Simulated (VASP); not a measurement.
Zr, 2 atoms in the cell. The structure is monoclinic, space group C2/c (No. 15). The conventional cell has a = 3.233 Å, b = 5.598 Å, c = 5.148 Å, α = 90.00°, β = 92.15°, γ = 90.00°. Zr (site symmetry 2) has 12 Zr at 3.13 to 3.23 Å within 4.1 Å.  This cell differs from its parent crystal: strain +0.0375 x Voigt [0, 0, 0, 0, 1, 0].

| Item | Value |
| --- | --- |
| Program | VASP 6.6.1 |
| Task | single point |
| Functional | PBEsol |
| Potentials or basis | VASP PAW PBE potentials, release 64 (Zr_sv) |
| Cutoff | 520 eV |
| k mesh | 18 × 18 × 10 |
| Occupations | gaussian, width 0.15 eV |
| Spin | no spin polarisation |
| Dipole correction | no |
| Further INCAR settings | ALGO = Fast; EDIFF = 1e-06; NBANDS = 19 |

Potentials or basis: VASP PAW PBE potentials, release 64 (Zr_sv).

Launch:

```sh
$ cat potpaw_PBE.64/Zr_sv/POTCAR > POTCAR
$ mpirun -np 1 vasp_std > vasp.out
```

Hardware: 1 thread of Oxide Virtual Turin-like Processor, with other jobs on the host.

Problem. How long does it take, and how much memory?

Solution. It took 20 min on 1 thread of Oxide Virtual Turin-like Processor, with other jobs on the host, peak memory 0.63 GiB. Counts: scf iterations 19, k points 866.
